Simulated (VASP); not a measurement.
A run of VASP 6.6.1:

INCAR

```
SYSTEM = CaTaO
PREC = Accurate
ENCUT = 520
EDIFF = 1E-7
ISMEAR = 0
SIGMA = 0.1
LREAL = .False.
LASPH = .True.
NELM = 100
ALGO = Normal
ISIF = 2
LWAVE = .False.
LCHARG = .False.
GGA = PE
NBANDS = 20
```

KPOINTS

```
regular mesh
0
Gamma
  14 14 12
  0 0 0
```

POSCAR

```
CaTaO
1.0
    3.4188037360      0.0000000000      0.0000000000
    0.0000000000      3.4188037360      0.0000000000
    0.0000000000      0.0000000000      4.1700884364
Ca Ta O
1 1 1
Direct
    0.5000000000      0.5000000000      0.5000000000
    0.0000000000      0.0000000000      0.0000000000
    0.0000000000      0.0000000000      0.5000000000
```

Potentials or basis: VASP PAW PBE potentials, release 64 (Ca_sv, Ta_pv, O).

Command:

```console
$ cat potpaw_PBE.64/Ca_sv/POTCAR potpaw_PBE.64/Ta_pv/POTCAR potpaw_PBE.64/O/POTCAR > POTCAR
$ mpirun -np 1 vasp_std > vasp.out
```

Hardware: 1 thread of Intel Xeon 6975P-C (shared host).

Problem. Estimate the wall time of this run.

Solution. It took 3 min on 1 thread of Intel Xeon 6975P-C, on a shared host, peak memory 0.39 GiB. Counts: scf iterations 14, k points 252.
